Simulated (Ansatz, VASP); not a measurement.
# Pb8F15 in VASP and in Ansatz

```
Pb F
1.0
     0.00000    5.91590    5.91590
     5.91590    0.00000    5.91590
     5.91590    5.91590    0.00000
Pb F
8 15
Direct
  0.00000 0.00000 0.00000
  0.00000 0.00000 0.50000
  0.00000 0.50000 0.00000
  0.00000 0.50000 0.50000
  0.50000 0.00000 0.00000
  0.50000 0.00000 0.50000
  0.50000 0.50000 0.00000
  0.50000 0.50000 0.50000
  0.37500 0.37500 0.87500
  0.37500 0.87500 0.37500
  0.37500 0.87500 0.87500
  0.87500 0.37500 0.37500
  0.87500 0.37500 0.87500
  0.87500 0.87500 0.37500
  0.87500 0.87500 0.87500
  0.12500 0.12500 0.12500
  0.12500 0.12500 0.62500
  0.12500 0.62500 0.12500
  0.12500 0.62500 0.62500
  0.62500 0.12500 0.12500
  0.62500 0.12500 0.62500
  0.62500 0.62500 0.12500
  0.62500 0.62500 0.62500
```

Change from the starting cell: F vacancy, charge +0, host positions.

Alike in both runs: task electric field gradients; functional PBE; k mesh 3 × 3 × 3; occupations fermi-dirac, width 0.01 eV; collinear spin.

|  | VASP | Ansatz |
| --- | --- | --- |
| version | VASP 6.6.1 | Ansatz 0.2.0 |
| potentials or method | VASP PAW PBE potentials, release 64 (Pb_d, F) | plane-wave PAW, scalar-relativistic |
| plane-wave cutoff (eV) | 520 | 420 |
| valence electrons in the cell | 217 | 217 |

VASP gave:

```
pressure (GPa)                                       : 2.5
rms of the force components (eV/Å)                   : 0.039
net moment per atom (μB)                             : 0.00
size of Vzz on the site where it differs most (V/Å²) : 220.5
```

Task: What did Ansatz give for the same quantities?

Result: Pressure (GPa): 2.7; rms of the force components (eV/Å): 0.038; net moment per atom (μB): 0.00; size of Vzz on the site where it differs most (V/Å²): 213.9.

Atom by atom the forces differ by 0.001 eV/Å (rms over components). With one functional, cell and mesh, what is left measures potentials, basis and numerics. Ansatz's warnings: seeded moment not kept.

Spin-orbit coupling is off throughout.
